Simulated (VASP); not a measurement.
# Re (P6/mmm) in VASP: single point with LDA

Aim: the single point of Re with LDA.

Program: VASP 6.6.1. These are calculated values, not measurements. Logs are shortened: lines on timing, memory, paths and dates and some standing lists are left out, and cuts for length are marked.

## 1. The cell of the first run

Symmetry: P6/mmm, No. 191, hexagonal system. The conventional cell has a = 2.737 Å, b = 2.737 Å, c = 2.442 Å, α = 90.00°, β = 90.00°, γ = 120.00°. Within 3.2 Å of Re (site symmetry 6/mmm) lie 8 Re at 2.44 to 2.74 Å.

This isn't the form of Re at room conditions, which is hcp.

## 2. Single point, LDA

Contents of INCAR:

```
SYSTEM = Re
ALGO     = Normal         ! electronic algorithm
EDIFF    = 1E-6           ! SCF threshold, eV
ENCUT    = 520            ! plane-wave cutoff, eV
GGA      = CA             ! functional
ISIF     = 2              ! what is computed and relaxed
ISMEAR   = -1             ! smearing method
LASPH    = .TRUE.         ! aspherical terms in the spheres
LCHARG   = .FALSE.        ! write CHGCAR
LREAL    = .FALSE.        ! projectors in reciprocal space
LWAVE    = .FALSE.        ! write WAVECAR
NBANDS   = 10             ! bands
NELM     = 80             ! most SCF steps
PREC     = Accurate       ! precision mode
SIGMA    = 0.1            ! smearing width, eV
```

Contents of KPOINTS:

```
k-points
0
G
  17 17 15
  0 0 0
```

Contents of POSCAR:

```
Re
1.0
    2.7372750979      0.0000000000      0.0000000000
   -1.3686375489      2.3705497719      0.0000000000
    0.0000000000      0.0000000000      2.4415009731
Re
1
Direct
    0.0000000000      0.0000000000      0.0000000000
```

Potentials or basis: VASP PAW LDA potentials, release 64 (Re).

Started as:

```sh
> cat potpaw_LDA.64/Re/POTCAR > POTCAR
> mpirun -np 1 vasp_std > vasp.out
```

OUTCAR:

```text
SYSTEM = Re
   EDIFF = 1E-6
   ENCUT = 520
   GGA = CA
   ISIF = 2
   ISMEAR = -1
   LASPH = .TRUE.
   LREAL = .FALSE.
   NELM = 80
   PREC = Accurate

 ion  position               nearest neighbor table
   1  0.000  0.000  0.000-

  LATTYP: Found a hexagonal cell.
 ALAT       =     2.7372750979
 C/A-ratio  =     0.8919457803

  Lattice vectors:

 A1 = (   2.7372750979,   0.0000000000,   0.0000000000)
 A2 = (  -1.3686375489,   2.3705497719,   0.0000000000)
 A3 = (   0.0000000000,   0.0000000000,   2.4415009731)

Analysis of symmetry for initial positions (statically):
=====================================================================
 Subroutine PRICEL returns:
 Original cell was already a primitive cell.

 Routine SETGRP: Setting up the symmetry group for a
 hexagonal supercell.

 Subroutine GETGRP returns: Found 24 space group operations
 (whereof 24 operations were pure point group operations)
 out of a pool of 24 trial point group operations.

The static configuration has the point symmetry D_6h.

Analysis of symmetry for dynamics (positions and initial velocities):
=====================================================================
 Subroutine PRICEL returns:
 Original cell was already a primitive cell.

 Routine SETGRP: Setting up the symmetry group for a
 hexagonal supercell.

 Subroutine GETGRP returns: Found 24 space group operations
 (whereof 24 operations were pure point group operations)
 out of a pool of 24 trial point group operations.

The dynamic configuration has the point symmetry D_6h.

 Subroutine INISYM returns: Found 24 space group operations
 (whereof 24 operations are pure point group operations),
 and found     1 'primitive' translations

----------------------------------------------------------------------------------------

                                     Primitive cell

  volume of cell :      15.8425

  direct lattice vectors                    reciprocal lattice vectors
     2.737275098  0.000000000  0.000000000     0.365326817  0.210921536  0.000000000
    -1.368637549  2.370549772  0.000000000     0.000000000  0.421843073  0.000000000
     0.000000000  0.000000000  2.441500973     0.000000000  0.000000000  0.409584109

  length of vectors
     2.737275098  2.737275098  2.441500973     0.421843073  0.421843073  0.409584109

  position of ions in fractional coordinates (direct lattice)
     0.000000000  0.000000000  0.000000000

  ion indices of the primitive-cell ions
   primitive index   ion index
                 1           1

----------------------------------------------------------------------------------------

 KPOINTS: k-points

Automatic generation of k-mesh.
 Grid dimensions read from file:
 generate k-points for:   17   17   15

 Generating k-lattice:

  Cartesian coordinates                     Fractional coordinates (reciprocal lattice)
     0.021489813  0.012407149  0.000000000     0.058823529  0.000000000  0.000000000
     0.000000000  0.024814298  0.000000000     0.000000000  0.058823529  0.000000000
     0.000000000  0.000000000  0.027305607     0.000000000  0.000000000  0.066666667

  Length of vectors
     0.024814298  0.024814298  0.027305607

  Shift w.r.t. Gamma in fractional coordinates (k-lattice)
     0.000000000  0.000000000  0.000000000

 Subroutine IBZKPT returns following result:
 ===========================================

 Found    264 irreducible k-points:

 Following reciprocal coordinates:
            Coordinates               Weight
  0.000000  0.000000  0.000000      1.000000
  0.058824  0.000000  0.000000      6.000000
  0.117647  0.000000  0.000000      6.000000
  0.176471 -0.000000  0.000000      6.000000
  0.235294  0.000000  0.000000      6.000000
  0.294118  0.000000  0.000000      6.000000
[... 16 lines left out ...]
  0.411765  0.117647  0.000000     12.000000
  0.176471  0.176471  0.000000      6.000000
 [... further k-points ...]
   k-points           NKPTS =    264   k-points in BZ     NKDIM =    264   number of bands    NBANDS=     10
   number of dos      NEDOS =    301   number of ions     NIONS =      1
   total plane-waves  NPLWV =   7200
   dimension x,y,z NGX =    20 NGY =   20 NGZ =   18
   dimension x,y,z NGXF=    40 NGYF=   40 NGZF=   36
   ions per type =               1
   NGX,Y,Z   is equivalent  to a cutoff of  12.15, 12.15, 12.26 a.u.
   NGXF,Y,Z  is equivalent  to a cutoff of  24.29, 24.29, 24.51 a.u.
 SYSTEM =  Re
   PREC   = accura    normal or accurate (medium, high low for compatibility)
   ISTART =      0    job   : 0-new  1-cont  2-samecut
   ICHARG =      2    charge: 1-file 2-atom 10-const
   ISPIN  =      1    spin polarized calculation?
   LNONCOLLINEAR =      F non collinear calculations
   LSORBIT =      F    spin-orbit coupling
   LASPH  =      T    aspherical Exc in radial PAW
   ENCUT  =  520.0 eV  38.22 Ry    6.18 a.u.   5.09  5.09  4.54*2*pi/ulx,y,z
   NELM   =     80;   NELMIN=  2; NELMDL= -5     # of ELM steps
   EDIFF  = 0.1E-05   stopping-criterion for ELM
   LREAL  =      F    real-space projection
   EDIFFG = 0.1E-04   stopping-criterion for IOM
   NSW    =      0    number of steps for IOM
   IBRION =     -1    ionic relax: 0-MD 1-quasi-New 2-CG
   NFREE  =      0    steps in history (QN), initial steepest desc. (CG)
   ISIF   =      2    stress and relaxation
   ISYM   =      2    0-nonsym 1-usesym 2-fastsym
   POTIM  = 0.5000    time-step for ionic-motion
   TEBEG  =    0.0;   TEEND  =   0.0 temperature during run
   PSTRESS=    0.0 pullay stress
   NELECT =       7.0000    total number of electrons
   NUPDOWN=      -1.0000    fix difference up-down
   EMIN   =  10.00;   EMAX   =-10.00  energy-range for DOS
   EFERMI =   0.00;   METHOD = LEGACY
   ISMEAR =    -1;   SIGMA  =   0.10  broadening in eV -4-tet -1-fermi 0-gaus
   EFERMI_NEDOS =   21; number of points for ismear=-14 and -15
   IALGO  =     38    algorithm
   IMIX   =      4    mixing-type and parameters
     AMIX     =   0.40;   BMIX     =  1.00
     AMIX_MAG =   1.60;   BMIX_MAG =  1.00
  volume/ion in A,a.u.               =      15.84       106.91
  Fermi-wavevector in a.u.,A,eV,Ry     =   1.246903  2.356305 21.153894  1.554767
  Thomas-Fermi vector in A             =   2.381059
   LORBIT       =      0    0 simple, 1 ext, 2 COOP (PROOUT), +10 PAW based schemes
   GGA     = CA    functional components
   LHFCALC =     F    Hartree Fock is set to
   AEXX    =    0.0000 exact exchange contribution
   IVDW    =     0    specifies the selected vdW correction
   LEPSILON=     F    determine dielectric tensor
   LRPA    =     F    only Hartree local field effects (RPA)
 non-spin polarized calculation
  energy-cutoff  :      520.00
  volume of cell :       15.84
 maximum number of plane-waves:       447
   NGX = 11   NGY = 11   NGZ =  9

 number of electron       7.0000000 magnetization

 Free energy of the ion-electron system (eV)
  ---------------------------------------------------
  ext. energy  EPLUGINS =         0.00000000
  ---------------------------------------------------
  free energy    TOTEN  =       -12.71474593 eV

  energy without entropy =      -12.67446191  energy(sigma->0) =      -12.69460392

 E-fermi :   7.4384     XC(G=0): -13.3480

 val. band max:        7.4342478612   @ k =   0.2353   0.1176   0.2667
 cond. band min:       7.4433637367   @ k =   0.1765   0.0588   0.2667
 fundamental gap:      0.0091158755
 Fermi energy:         7.4383668475

 k-point     1 :       0.0000    0.0000    0.0000
  band No.  band energies     occupation
      1      -2.2335      2.00000
      2       1.6255      2.00000
      3       5.5137      2.00000
      4       5.5137      2.00000
      5      11.5361      0.00000
      6      11.5361      0.00000
      7      20.8825      0.00000
      8      24.6296      0.00000
      9      27.9299      0.00000
     10      27.9299      0.00000

 k-point     2 :       0.0588    0.0000    0.0000
  band No.  band energies     occupation
      1      -2.0937      2.00000
      2       1.6806      2.00000
      3       5.3752      2.00000
      4       5.6465      2.00000
      5      11.3888      0.00000
      6      11.5113      0.00000
      7      21.2106      0.00000
      8      24.9157      0.00000
      9      27.0778      0.00000
     10      27.6358      0.00000

 k-point     3 :       0.1176    0.0000    0.0000
  band No.  band energies     occupation
      1      -1.6929      2.00000
      2       1.8402      2.00000
      3       5.0209      2.00000
      4       6.0393      2.00000
      5      10.9925      0.00000
      6      11.4406      0.00000
      7      22.0856      0.00000
      8      25.4494      0.00000
      9      25.7182      0.00000
     10      26.8674      0.00000

 k-point     4 :       0.1765   -0.0000    0.0000
  band No.  band energies     occupation
      1      -1.0901      2.00000
      2       2.0770      2.00000
      3       4.6126      2.00000
      4       6.6754      1.99903
      5      10.4504      0.00000
      6      11.3353      0.00000
      7      22.6759      0.00000
      8      24.3818      0.00000
      9      25.8172      0.00000
     10      26.8975      0.00000
[... 222 lines left out ...]
 k-point    22 :       0.3529    0.1176    0.0000
  band No.  band energies     occupation
      1       1.3007      2.00000
      2       2.4301      2.00000
      3       5.6459      2.00000
      4       8.6612      0.00001
      5      10.6020      0.00000
      6      11.3950      0.00000
      7      16.1749      0.00000
      8      19.8329      0.00000
      9      26.8773      0.00000
     10      31.8158      0.00000

 k-point    23 :       0.4118    0.1176    0.0000
  band No.  band energies     occupation
      1       1.3548      2.00000
      2       2.4330      2.00000
      3       6.2754      1.99998
      4       8.5245      0.00004
      5      10.5404      0.00000
      6      12.0810      0.00000
      7      15.2889      0.00000
      8      19.1913      0.00000
      9      26.5808      0.00000
     10      31.5238      0.00000

 k-point    24 :       0.1765    0.1765    0.0000
  band No.  band energies     occupation
      1       0.6057      2.00000
      2       2.9451      2.00000
      3       3.5840      2.00000
      4       9.1674      0.00000
      5       9.3878      0.00000
      6      10.8223      0.00000
      7      19.5489      0.00000
      8      21.6106      0.00000
      9      29.1232      0.00000
     10      29.1698      0.00000

 [... further k-points ...]

------------------------ aborting loop because EDIFF is reached ----------------------------------------

  FORCE on cell =-STRESS in cart. coord.  units (eV):
  Direction    XX          YY          ZZ          XY          YZ          ZX
  --------------------------------------------------------------------------------------
  -------------------------------------------------------------------------------------
  Total       -0.3433673     -0.3433673     -0.6734521     -0.0000000      0.0000000     -0.0000000
  in kB      -34.7252306    -34.7252306    -68.1071783     -0.0000000      0.0000000     -0.0000000
  external PRESSURE =     -45.8525465 kB  Pullay stress =       0.0000000 kB

 VOLUME and BASIS-vectors are now :
 -----------------------------------------------------------------------------
  energy-cutoff  :      520.00
  volume of cell :       15.84
      direct lattice vectors                 reciprocal lattice vectors
     2.737275098  0.000000000  0.000000000     0.365326817  0.210921536  0.000000000
    -1.368637549  2.370549772  0.000000000     0.000000000  0.421843073  0.000000000
     0.000000000  0.000000000  2.441500973     0.000000000  0.000000000  0.409584109

 POSITION                                       TOTAL-FORCE (eV/Angst)
 -----------------------------------------------------------------------------------
      0.00000      0.00000      0.00000         0.000000      0.000000      0.000000
 -----------------------------------------------------------------------------------
    total drift:                               -0.000000      0.000000      0.000000

  FREE ENERGIE OF THE ION-ELECTRON SYSTEM (eV)
  ---------------------------------------------------
  free  energy   TOTEN  =       -12.7147459297 eV

  energy  without entropy=      -12.6744619051  energy(sigma->0) =      -12.69460392
```

Wall time 54 s (1 thread of Intel Xeon 8259CL, shared host); peak memory 0.16 GiB.

What came out:

```yaml
Free_energy: -12.7147 eV
Pressure: -4.6 GPa
Band_gap_on_the_k_mesh: zero (an odd number of electrons rules out a gap without spin polarisation)
```

Stress tensor (GPa, compression positive):
```
-3.47  0.00  0.00
 0.00 -3.47  0.00
 0.00  0.00 -6.81
```

Levels at points of the mesh, in eV from the Fermi level:
| k point | band 1 | band 2 | band 3 | band 4 | band 5 | band 6 |
| --- | --- | --- | --- | --- | --- | --- |
| (0.00, 0.00, 0.00) | -9.67 | -5.81 | -1.92 | -1.92 | 4.10 | 4.10 |

Caveat: the cell stands under tension; spin-orbit coupling is left out, which moves the levels of the heavy elements.
